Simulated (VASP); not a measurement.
# ZrS2 (P-3m1) in VASP: further runs, part 2 of 2

VASP 6.6.1. The steps go on from the part before.

## Step 3: Single point, r2SCAN (epitaxial xy strain +2.0%)

File POSCAR:

```
ZrS2
1.0
    3.7478870667      0.0000000000      0.0000000000
   -1.8739435333      3.2457654103      0.0000000000
    0.0000000000      0.0000000000      5.7982877114
Zr S
1 2
Direct
    0.0000000000      0.0000000000      0.0000000000
    0.3333333333      0.6666666667      0.2427972949
    0.6666666667      0.3333333333      0.7572027051
```

File INCAR.step1:

```
SYSTEM = ZrS2
ALGO = Normal
EDIFF = 1E-5
ENCUT = 550
GGA = PE
GGA_COMPAT = .False.
ISMEAR = 0
LASPH = .True.
LCHARG = .False.
LREAL = .False.
LWAVE = .True.
NBANDS = 19
NELM = 120
PREC = Accurate
SIGMA = 0.01
```

File INCAR.step2:

```
SYSTEM = ZrS2
ALGO = Normal
EDIFF = 1E-6
ENCUT = 550
GGA_COMPAT = .False.
ISIF = 2
ISMEAR = 0
ISTART = 1
LASPH = .True.
LCHARG = .False.
LMIXTAU = .True.
LREAL = .False.
LWAVE = .False.
METAGGA = R2SCAN
NBANDS = 19
NELM = 120
PREC = Accurate
SIGMA = 0.01
```

File KPOINTS:

```
k-points
0
Gamma
  12 12 4
  0 0 0
```

Potentials or basis: VASP PAW PBE potentials, release 64 (Zr_sv, S).

Run with:

```console
> cat potpaw_PBE.64/Zr_sv/POTCAR potpaw_PBE.64/S/POTCAR > POTCAR
> cp INCAR.step1 INCAR
> mpirun -np 1 vasp_std > vasp.out
> cp INCAR.step2 INCAR
> mpirun -np 1 vasp_std > vasp.out
```

Wall time 9.1 min (1 thread of Intel Xeon 8259CL, shared host); peak memory 0.27 GiB.

It converged, with:

* Free energy: -44.1354 eV
* Pressure: -1.3 GPa
* Largest force: 0.036 eV/Å
* Band gap on the k mesh: 1.27 eV (least direct gap 1.67 eV)

Forces in eV/Å, atoms in the order of the input:
```
Zr   0.000  0.000  0.000
S    0.000  0.000 -0.036
S    0.000  0.000  0.036
```

Stress tensor (GPa, compression positive):
```
-2.34  0.00  0.00
 0.00 -2.34  0.00
 0.00  0.00  0.89
```

Levels at points of the mesh, in eV from the valence-band top:
```tsv
k point	band 10	band 11	band 12	band 13	band 14	band 15
(0.00, 0.00, 0.00)	-0.36	-0.36	0.00	1.67	1.67	2.71
(0.50, 0.00, 0.00)	-2.49	-1.95	-1.56	1.39	3.26	3.45
(0.00, 0.00, 0.50)	-1.80	-0.51	-0.51	1.63	1.63	2.96
(0.50, 0.00, 0.50)	-2.27	-1.28	-0.84	1.27	3.24	3.46
```

Caveat: the cell differs from its parent crystal (epitaxial xy strain +2.0%); the PAW data sets were made with another functional, which shifts forces and pressure a little. A k mesh can miss the band edges.

## Step 4: Single point, r2SCAN (epitaxial xy strain +3.0%)

File POSCAR:

```
ZrS2
1.0
    3.7846310575      0.0000000000      0.0000000000
   -1.8923155287      3.2775866398      0.0000000000
    0.0000000000      0.0000000000      5.7690034300
Zr S
1 2
Direct
    0.0000000000      0.0000000000      0.0000000000
    0.3333333333      0.6666666667      0.2409644600
    0.6666666667      0.3333333333      0.7590355400
```

File INCAR.step1:

```
SYSTEM = ZrS2
  ALGO = Normal
  EDIFF = 1E-5
  ENCUT = 550
  GGA = PE
  GGA_COMPAT = .FALSE.
  ISMEAR = 0
  LASPH = .TRUE.
  LCHARG = .FALSE.
  LREAL = .FALSE.
  LWAVE = .TRUE.
  NBANDS = 19
  NELM = 120
  PREC = Accurate
  SIGMA = 0.01
```

File INCAR.step2:

```
SYSTEM = ZrS2
  ALGO = Normal
  EDIFF = 1E-6
  ENCUT = 550
  GGA_COMPAT = .FALSE.
  ISIF = 2
  ISMEAR = 0
  ISTART = 1
  LASPH = .TRUE.
  LCHARG = .FALSE.
  LMIXTAU = .TRUE.
  LREAL = .FALSE.
  LWAVE = .FALSE.
  METAGGA = R2SCAN
  NBANDS = 19
  NELM = 120
  PREC = Accurate
  SIGMA = 0.01
```

File KPOINTS:

```
k-points
0
G
  12 12 4
  0 0 0
```

Run with:

```console
> cat potpaw_PBE.64/Zr_sv/POTCAR potpaw_PBE.64/S/POTCAR > POTCAR
> cp INCAR.step1 INCAR
> mpirun -np 1 vasp_std > vasp.out
> cp INCAR.step2 INCAR
> mpirun -np 1 vasp_std > vasp.out
```

Wall time 11 min (1 thread of Intel Xeon 8259CL, shared host); peak memory 0.27 GiB.

The run converged. Its results:

- Free energy: -44.1080 eV
- Pressure: -2.2 GPa
- Largest force: 0.035 eV/Å
- Band gap on the k mesh: 1.31 eV (least direct gap 1.61 eV)

Forces in eV/Å, atoms in the order of the input:
```
Zr   0.000  0.000  0.000
S    0.000  0.000 -0.035
S    0.000  0.000  0.035
```

Stress tensor (GPa, compression positive):
```
-3.74  0.00  0.00
 0.00 -3.74  0.00
 0.00  0.00  0.87
```

Levels at points of the mesh, in eV from the valence-band top:
```csv
k point,band 10,band 11,band 12,band 13,band 14,band 15
"(0.00, 0.00, 0.00)",-0.43,-0.43,0.00,1.61,1.61,2.72
"(0.50, 0.00, 0.00)",-2.45,-1.93,-1.64,1.40,3.12,3.25
"(0.00, 0.00, 0.50)",-1.76,-0.58,-0.58,1.57,1.57,2.91
"(0.50, 0.00, 0.50)",-2.21,-1.36,-0.84,1.31,3.10,3.27
```

Caveat: the cell differs from its parent crystal (epitaxial xy strain +3.0%); the PAW data sets were made with another functional, which shifts forces and pressure a little.

## Step 5: Single point, r2SCAN (epitaxial xy strain +4.0%)

File POSCAR:

```
ZrS2
1.0
    3.8213750484      0.0000000000      0.0000000000
   -1.9106875242      3.3094078693      0.0000000000
    0.0000000000      0.0000000000      5.7397191487
Zr S
1 2
Direct
    0.0000000000      0.0000000000      0.0000000000
    0.3333333333      0.6666666667      0.2390644428
    0.6666666667      0.3333333333      0.7609355572
```

File INCAR.step1:

```
SYSTEM = ZrS2
PREC = Accurate ; ENCUT = 550
ISMEAR = 0 ; SIGMA = 0.01
LREAL = .FALSE. ; LASPH = .TRUE.
NELM = 120 ; NBANDS = 19
GGA = PE ; ALGO = Normal
EDIFF = 1E-5 ; LWAVE = .TRUE.
LCHARG = .FALSE. ; GGA_COMPAT = .FALSE.
```

File INCAR.step2:

```
SYSTEM = ZrS2
PREC = Accurate ; ENCUT = 550
EDIFF = 1E-6 ; ISMEAR = 0
SIGMA = 0.01 ; LREAL = .FALSE.
LASPH = .TRUE. ; NELM = 120
ALGO = Normal ; ISIF = 2
LWAVE = .FALSE. ; LCHARG = .TRUE.
METAGGA = R2SCAN ; LMIXTAU = .TRUE.
LELF = .TRUE. ; LVHAR = .TRUE.
NBANDS = 19 ; ISTART = 1
GGA_COMPAT = .FALSE.
```

File KPOINTS:

```
Automatic mesh
0
G
  12 12 4
  0 0 0
```

Run with:

```console
> cat potpaw_PBE.64/Zr_sv/POTCAR potpaw_PBE.64/S/POTCAR > POTCAR
> cp INCAR.step1 INCAR
> mpirun -np 1 vasp_std > vasp.out
> cp INCAR.step2 INCAR
> mpirun -np 1 vasp_std > vasp.out
```

Wall time 10 min (1 thread of Intel Xeon 8259CL, shared host); peak memory 0.27 GiB.

It converged, with:

- Free energy: -44.0687 eV
- Pressure: -3.1 GPa
- Largest force: 0.033 eV/Å
- Band gap on the k mesh: 1.35 eV (least direct gap 1.55 eV)

Forces on the atoms (eV/Å):
```
Zr   0.000  0.000  0.000
S    0.000  0.000 -0.033
S    0.000  0.000  0.033
```

Stress tensor (GPa, compression positive):
```
-5.05  0.00  0.00
 0.00 -5.05  0.00
 0.00  0.00  0.85
```

Levels at points of the mesh, in eV from the valence-band top:
| k point | band 10 | band 11 | band 12 | band 13 | band 14 | band 15 |
| --- | --- | --- | --- | --- | --- | --- |
| (0.00, 0.00, 0.00) | -0.50 | -0.50 | 0.00 | 1.55 | 1.55 | 2.71 |
| (0.50, 0.00, 0.00) | -2.41 | -1.91 | -1.72 | 1.41 | 2.99 | 3.06 |
| (0.00, 0.00, 0.50) | -1.73 | -0.64 | -0.64 | 1.50 | 1.50 | 2.85 |
| (0.50, 0.00, 0.50) | -2.16 | -1.45 | -0.83 | 1.35 | 2.97 | 3.09 |

Caveat: the cell differs from its parent crystal (epitaxial xy strain +4.0%); the stress differs along the axes, from -5 to 1 GPa; the PAW data sets were made with another functional, which shifts forces and pressure a little. A k mesh can miss the band edges.

## Step 6: Single point, HSE06 (epitaxial xy strain +3.0%)

File POSCAR:

```
ZrS2
1.0
    3.7846310575      0.0000000000      0.0000000000
   -1.8923155287      3.2775866398      0.0000000000
    0.0000000000      0.0000000000      5.7690034300
Zr S
1 2
Direct
    0.0000000000      0.0000000000      0.0000000000
    0.3333333333      0.6666666667      0.2409644600
    0.6666666667      0.3333333333      0.7590355400
```

File INCAR.step1:

```
PREC = Accurate
ENCUT = 400
EDIFF = 1E-5
ISMEAR = 0
SIGMA = 0.01
LREAL = False
LASPH = True
NELM = 120
ALGO = Normal
ISIF = 2
LWAVE = True
LCHARG = False
GGA = PE
NBANDS = 19
GGA_COMPAT = False
```

File INCAR.step2:

```
PREC = Accurate
ENCUT = 400
EDIFF = 1E-6
ISMEAR = 0
SIGMA = 0.01
LREAL = False
LASPH = True
NELM = 120
ALGO = Normal
ISIF = 2
LWAVE = False
LCHARG = False
GGA = PE
LHFCALC = True
HFSCREEN = 0.2079
PRECFOCK = Normal
ISTART = 1
NBANDS = 19
GGA_COMPAT = False
```

File KPOINTS:

```
Automatic mesh
0
Gamma
  6 6 4
```

Potentials or basis: VASP PAW PBE potentials, release 64 (Zr_sv, S).

Run with:

```console
> cat potpaw_PBE.64/Zr_sv/POTCAR potpaw_PBE.64/S/POTCAR > POTCAR
> cp INCAR.step1 INCAR
> mpirun -np 1 vasp_std > vasp.out
> cp INCAR.step2 INCAR
> mpirun -np 1 vasp_std > vasp.out
```

It took 57 min on 1 thread of Intel Xeon Platinum 8259CL at 2.50GHz (Skylake/Cascade Lake), shared host; peak memory 0.3 GiB.

Results (log left out):

* Free energy: -25.3615 eV
* Pressure: -3.0 GPa
* Largest force: 0.179 eV/Å
* Band gap on the k mesh: 1.82 eV (least direct gap 2.17 eV)

Forces on the atoms (eV/Å):
```
Zr   0.000  0.000  0.000
S    0.000  0.000 -0.179
S    0.000  0.000  0.179
```

Stress tensor (GPa, compression positive):
```
-4.72  0.00  0.00
 0.00 -4.72  0.00
 0.00  0.00  0.50
```

Levels at points of the mesh, in eV from the valence-band top:
```
           k point  band 10  band 11  band 12  band 13  band 14  band 15
(0.00, 0.00, 0.00)    -0.44    -0.44     0.00     2.17     2.17     3.34
(0.50, 0.00, 0.00)    -2.63    -2.08    -1.77     1.88     3.82     3.93
(0.00, 0.00, 0.50)    -1.87    -0.59    -0.59     2.13     2.13     3.49
(0.50, 0.00, 0.50)    -2.39    -1.48    -0.93     1.82     3.79     3.96
```

Caveat: the cell differs from its parent crystal (epitaxial xy strain +3.0%); the stress differs along the axes, from -5 to 1 GPa; the PAW data sets were made with another functional, which shifts forces and pressure a little; this functional lacks dispersion, which binds layers or chains, so the pressure and a relaxed spacing across them are unreliable.

## Step 7: The runs side by side

| level | cell | k mesh | cutoff (eV) | grid for exact exchange (PRECFOCK) | share of exact exchange | screening parameter | gap on the mesh (eV) | pressure (GPa) | largest force (eV/Å) |
| --- | --- | --- | --- | --- | --- | --- | --- | --- | --- |
| r2SCAN | a = 3.711, b = 3.711, c = 5.828 Å, angles 90.0, 90.0, 120.0°, 3 atoms, epitaxial xy strain +1.0% | 12 × 12 × 4 | 550 | - | - | - | 1.23 | -0.2 | 0.04 |
| r2SCAN | a = 3.748, b = 3.748, c = 5.798 Å, angles 90.0, 90.0, 120.0°, 3 atoms, epitaxial xy strain +2.0% | 12 × 12 × 4 | 550 | - | - | - | 1.27 | -1.3 | 0.04 |
| r2SCAN | a = 3.785, b = 3.785, c = 5.769 Å, angles 90.0, 90.0, 120.0°, 3 atoms, epitaxial xy strain +3.0% | 12 × 12 × 4 | 550 | - | - | - | 1.31 | -2.2 | 0.03 |
| r2SCAN | a = 3.821, b = 3.821, c = 5.740 Å, angles 90.0, 90.0, 120.0°, 3 atoms, epitaxial xy strain +4.0% | 12 × 12 × 4 | 550 | - | - | - | 1.35 | -3.1 | 0.03 |
| HSE06 | a = 3.785, b = 3.785, c = 5.769 Å, angles 90.0, 90.0, 120.0°, 3 atoms, epitaxial xy strain +3.0% | 6 × 6 × 4 | 400 | Normal | 0.25 | 0.2079 1/Å | 1.82 | -3.0 | 0.18 |

Alike in all rows: task single point; potentials or basis VASP PAW PBE potentials, release 64 (Zr_sv, S); no spin polarisation; smearing gaussian 0.01 eV.

Caveats: the PAW data sets were made with another functional, which shifts forces and pressure a little; the stress differs along the axes, from -5 to 1 GPa (at least some runs); this functional lacks dispersion, which binds layers or chains, so the pressure and a relaxed spacing across them are unreliable (at least some runs).

Absolute energies hang on the potentials; compare differences alone.
